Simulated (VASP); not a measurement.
Wanted: the native input for a VASP 6.6.1 run.

| Quantity | Value |
| --- | --- |
| Task | single point |
| Functional | PBE |
| Potentials or basis | VASP PAW PBE potentials, release 64 (Pb_d, S) |
| Cutoff | 500 eV |
| k mesh | 6 × 6 × 6 |
| Occupations | fermi-dirac, width 0.02 eV |
| Spin | no spin polarisation |
| Dipole correction | no |
| Further INCAR settings | ALGO = Normal; EDIFF = 1e-06; NBANDS = 17 |

The structure of PbS lies in POSCAR:

```
PbS
1.0
    3.6351320232      0.0000000000      0.0000000000
    0.0000000000      3.6351320232      0.0000000000
    0.0000000000      0.0000000000      3.6351320232
Pb S
1 1
Direct
    0.0000000000      0.0000000000      0.0000000000
    0.5000000000      0.5000000000      0.5000000000
```

One way to write it, as run:

INCAR

```
ALGO = Normal
EDIFF = 1E-6
ENCUT = 500
GGA = PE
GGA_COMPAT = False
ISIF = 2
ISMEAR = -1
LASPH = True
LCHARG = False
LREAL = False
LWAVE = False
NBANDS = 17
NELM = 120
PREC = Accurate
SIGMA = 0.02
```

KPOINTS

```
k-points
0
Gamma
  6 6 6
```

Potentials or basis: VASP PAW PBE potentials, release 64 (Pb_d, S).

Run with:

```console
$ cat potpaw_PBE.64/Pb_d/POTCAR potpaw_PBE.64/S/POTCAR > POTCAR
$ mpirun -np 1 vasp_std > vasp.out
```

Results of the run:

The pressure is 0.9 GPa. The band gap on the k mesh is zero (bands 10 and 11 overlap by 0.55 eV).

Caveat: semilocal functionals underestimate gaps, so a narrow gap can read as zero; spin-orbit coupling is left out, which moves the levels of the heavy elements.

Run time: 5.8 s on 1 thread of Intel(R) Xeon(R) 6975P-C (Granite Rapids), on a shared host, peak memory 0.15 GiB.
